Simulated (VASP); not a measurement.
# Ir (Fm-3m) in VASP: notebook, part 2 of 2

VASP 6.6.1. Earlier steps stand in the parts before.

## Step 5: Single point, RPBE, collinear spin, ferromagnetic start (volume scaled by 1.04)

Contents of INCAR:

```
PREC     = Accurate       # precision mode
ENCUT    = 520            # plane-wave cutoff, eV
EDIFF    = 1E-6           # SCF threshold, eV
ISMEAR   = -1             # smearing method
SIGMA    = 0.05           # smearing width, eV
LREAL    = F              # projectors in reciprocal space
LASPH    = T              # aspherical terms in the spheres
NELM     = 150            # most SCF steps
ALGO     = Normal         # electronic algorithm
ISIF     = 2              # what is computed and relaxed
LWAVE    = F              # write WAVECAR
LCHARG   = T              # write CHGCAR
ISPIN    = 2              # spin polarisation
MAGMOM   = 1              # initial moments
LORBIT   = 11             # projections on sites
LMAXMIX  = 4              # l up to which the mixer works
GGA      = RP             # functional
LELF     = T              # ELF
LVHAR    = T            
NBANDS   = 14             # bands
```

Contents of KPOINTS:

```
Automatic mesh
0
Gamma
  23 23 23
```

Contents of POSCAR:

```
Ir
1.0
    0.0000000000      1.9692082192      1.9692082192
    1.9692082192      0.0000000000      1.9692082192
    1.9692082192      1.9692082192      0.0000000000
Ir
1
Direct
    0.0000000000      0.0000000000      0.0000000000
```

Potentials or basis: VASP PAW PBE potentials, release 64 (Ir).

Launch:

```sh
$ cat potpaw_PBE.64/Ir/POTCAR > POTCAR
$ mpirun -np 1 vasp_std > vasp.out
```

OUTCAR:

```text
PREC = Accurate
   ENCUT = 520
   EDIFF = 1E-6
   ISMEAR = -1
   LREAL = F
   LASPH = T
   NELM = 150
   ISIF = 2
   ISPIN = 2
   LORBIT = 11
   GGA = RP

 ion  position               nearest neighbor table
   1  0.000  0.000  0.000-

  LATTYP: Found a face centered cubic cell.
 ALAT       =     3.9384164384

  Lattice vectors:

 A1 = (   0.0000000000,   1.9692082192,   1.9692082192)
 A2 = (   1.9692082192,   0.0000000000,   1.9692082192)
 A3 = (   1.9692082192,   1.9692082192,   0.0000000000)

Analysis of symmetry for initial positions (statically):
=====================================================================
 Subroutine PRICEL returns:
 Original cell was already a primitive cell.

 Routine SETGRP: Setting up the symmetry group for a
 face centered cubic supercell.

 Subroutine GETGRP returns: Found 48 space group operations
 (whereof 48 operations were pure point group operations)
 out of a pool of 48 trial point group operations.

The static configuration has the point symmetry O_h .

Analysis of symmetry for dynamics (positions and initial velocities):
=====================================================================
 Subroutine PRICEL returns:
 Original cell was already a primitive cell.

 Routine SETGRP: Setting up the symmetry group for a
 face centered cubic supercell.

 Subroutine GETGRP returns: Found 48 space group operations
 (whereof 48 operations were pure point group operations)
 out of a pool of 48 trial point group operations.

The dynamic configuration has the point symmetry O_h .

Analysis of structural, dynamic, and magnetic symmetry:
=====================================================================
 Subroutine PRICEL returns:
 Original cell was already a primitive cell.

 Routine SETGRP: Setting up the symmetry group for a
 face centered cubic supercell.

 Subroutine GETGRP returns: Found 48 space group operations
 (whereof 48 operations were pure point group operations)
 out of a pool of 48 trial point group operations.

The overall configuration has the point symmetry O_h .

 Subroutine INISYM returns: Found 48 space group operations
 (whereof 48 operations are pure point group operations),
 and found     1 'primitive' translations

----------------------------------------------------------------------------------------

                                     Primitive cell

  volume of cell :      15.2723

  direct lattice vectors                    reciprocal lattice vectors
     0.000000000  1.969208219  1.969208219    -0.253909158  0.253909158  0.253909158
     1.969208219  0.000000000  1.969208219     0.253909158 -0.253909158  0.253909158
     1.969208219  1.969208219  0.000000000     0.253909158  0.253909158 -0.253909158

  length of vectors
     2.784880971  2.784880971  2.784880971     0.439783561  0.439783561  0.439783561

  position of ions in fractional coordinates (direct lattice)
     0.000000000  0.000000000  0.000000000

  ion indices of the primitive-cell ions
   primitive index   ion index
                 1           1

----------------------------------------------------------------------------------------

 KPOINTS: Automatic mesh

Automatic generation of k-mesh.
 Grid dimensions read from file:
 generate k-points for:   23   23   23

 Generating k-lattice:

  Cartesian coordinates                     Fractional coordinates (reciprocal lattice)
    -0.011039529  0.011039529  0.011039529     0.043478261  0.000000000  0.000000000
     0.011039529 -0.011039529  0.011039529     0.000000000  0.043478261  0.000000000
[... 68 lines left out ...]
   PSTRESS=    0.0 pullay stress
   NELECT =       9.0000    total number of electrons
   NUPDOWN=      -1.0000    fix difference up-down
   EMIN   =  10.00;   EMAX   =-10.00  energy-range for DOS
   EFERMI =   0.00;   METHOD = LEGACY
   ISMEAR =    -1;   SIGMA  =   0.05  broadening in eV -4-tet -1-fermi 0-gaus
   EFERMI_NEDOS =   21; number of points for ismear=-14 and -15
   IALGO  =     38    algorithm
   IMIX   =      4    mixing-type and parameters
     AMIX     =   0.40;   BMIX     =  1.00
     AMIX_MAG =   1.60;   BMIX_MAG =  1.00
  volume/ion in A,a.u.               =      15.27       103.06
  Fermi-wavevector in a.u.,A,eV,Ry     =   1.372526  2.593699 25.631044  1.883829
  Thomas-Fermi vector in A             =   2.498125
   LORBIT       =     11    0 simple, 1 ext, 2 COOP (PROOUT), +10 PAW based schemes
   GGA     = RP    functional components
   LHFCALC =     F    Hartree Fock is set to
   AEXX    =    0.0000 exact exchange contribution
   IVDW    =     0    specifies the selected vdW correction
   LEPSILON=     F    determine dielectric tensor
   LRPA    =     F    only Hartree local field effects (RPA)
 spin polarized calculation
  energy-cutoff  :      520.00
  volume of cell :       15.27
 maximum number of plane-waves:       424
 NGX is ok and might be reduce to    24
   NGX = 11   NGY = 11   NGZ = 11

 number of electron       9.0000000 magnetization       0.0009806

 number of electron       9.0000000 magnetization      -0.0000054

 Free energy of the ion-electron system (eV)
  ---------------------------------------------------
  ext. energy  EPLUGINS =         0.00000000
  ---------------------------------------------------
  free energy    TOTEN  =        -8.17432389 eV

  energy without entropy =       -8.16708794  energy(sigma->0) =       -8.17070592

 E-fermi :   9.1673     XC(G=0): -13.4922

 val. band max:        9.1545199220   @ k =  -0.3478   0.3043   0.0000
 cond. band min:       9.1744478584   @ k =   0.3043   0.2174   0.0000
 fundamental gap:      0.0199279364
 Fermi energy:         9.1673075446

 spin component 1

 k-point     1 :       0.0000    0.0000    0.0000
  band No.  band energies     occupation
      1      -1.0864      1.00000
      2       5.7517      1.00000
      3       5.7517      1.00000
      4       5.7517      1.00000
      5       8.1179      1.00000
      6       8.1179      1.00000
      7      23.6261      0.00000
      8      28.7842      0.00000
      9      28.7842      0.00000
     10      28.7842      0.00000
     11      33.4684      0.00000
     12      41.0615      0.00000
     13      41.0615      0.00000
     14      41.0615      0.00000
[... 379 lines left out ...]
      3       5.7172      1.00000
      4       8.2739      1.00000
      5       9.9334      0.00000
      6      10.4050      0.00000
      7      15.7230      0.00000
      8      23.2862      0.00000
      9      28.0948      0.00000
     10      28.3147      0.00000
     11      37.3362      0.00000
     12      37.4042      0.00000
     13      38.7650      0.00000
     14      41.9204      0.00000

 [... further k-points ...]

 spin component 2

 k-point     1 :       0.0000    0.0000    0.0000
  band No.  band energies     occupation
      1      -1.0863      1.00000
      2       5.7517      1.00000
      3       5.7517      1.00000
      4       5.7517      1.00000
      5       8.1179      1.00000
      6       8.1179      1.00000
      7      23.6261      0.00000
      8      28.7842      0.00000
      9      28.7842      0.00000
     10      28.7842      0.00000
     11      33.4684      0.00000
     12      41.0615      0.00000
     13      41.0615      0.00000
     14      41.0615      0.00000
[... 379 lines left out ...]
      3       5.7172      1.00000
      4       8.2740      1.00000
      5       9.9334      0.00000
      6      10.4051      0.00000
      7      15.7230      0.00000
      8      23.2862      0.00000
      9      28.0948      0.00000
     10      28.3147      0.00000
     11      37.3362      0.00000
     12      37.4042      0.00000
     13      38.7650      0.00000
     14      41.9200      0.00000

 [... further k-points ...]
[... 5 lines left out ...]
  --------------------------------------------------------------------------------------
  -------------------------------------------------------------------------------------
  Total       -1.1201038     -1.1201038     -1.1201038      0.0000000      0.0000000      0.0000000
  in kB     -117.5070568   -117.5070568   -117.5070568      0.0000000      0.0000000      0.0000000
  external PRESSURE =    -117.5070568 kB  Pullay stress =       0.0000000 kB

 VOLUME and BASIS-vectors are now :
 -----------------------------------------------------------------------------
  energy-cutoff  :      520.00
  volume of cell :       15.27
      direct lattice vectors                 reciprocal lattice vectors
     0.000000000  1.969208219  1.969208219    -0.253909158  0.253909158  0.253909158
     1.969208219  0.000000000  1.969208219     0.253909158 -0.253909158  0.253909158
     1.969208219  1.969208219  0.000000000     0.253909158  0.253909158 -0.253909158

 POSITION                                       TOTAL-FORCE (eV/Angst)
 -----------------------------------------------------------------------------------
      0.00000      0.00000      0.00000         0.000000      0.000000      0.000000
 -----------------------------------------------------------------------------------
    total drift:                               -0.000000      0.000000     -0.000000

  FREE ENERGIE OF THE ION-ELECTRON SYSTEM (eV)
  ---------------------------------------------------
  free  energy   TOTEN  =        -8.1743238906 eV

  energy  without entropy=       -8.1670879412  energy(sigma->0) =       -8.17070592

 total charge

# of ion       s       p       d       tot
------------------------------------------
    1        0.633   0.644   6.880   8.157

 magnetization (x)

# of ion       s       p       d       tot
------------------------------------------
    1       -0.000   0.000  -0.000  -0.000
```

It took 3.6 min on 1 thread of Intel Xeon Platinum 8259CL at 2.50GHz (Skylake/Cascade Lake), shared host; peak memory 0.25 GiB.

What came out:

```
Free energy                                           : -8.1743 eV
Pressure                                              : -11.8 GPa
Net moment                                            : 0.00 μB per cell
Valence electrons inside the program's atomic spheres : Ir 8.16
```

Caveat: the PAW data sets were made with another functional, which shifts forces and pressure a little; spin-orbit coupling is left out, which moves the levels of the heavy elements.

## Step 6: The runs side by side

```csv
cell,gap on the mesh (eV),pressure (GPa),moment (μB)
"a = 2.673 Å, angles 60.0°, 1 atom",none,34.5,0.00
"a = 2.712 Å, angles 60.0°, 1 atom",none,15.2,0.00
"a = 2.749 Å, angles 60.0°, 1 atom",none,0.0,0.00
"a = 2.785 Å, angles 60.0°, 1 atom",none,-11.8,0.00
```

Alike in all rows: task single point; level RPBE; potentials or basis VASP PAW PBE potentials, release 64 (Ir); spin collinear, ferromagnetic start; k mesh 23 × 23 × 23; cutoff (eV) 520; smearing fermi-dirac 0.05 eV.

Caveats: the PAW data sets were made with another functional, which shifts forces and pressure a little; spin-orbit coupling is left out, which moves the levels of the heavy elements.

Absolute energies hang on the potentials; compare differences alone.
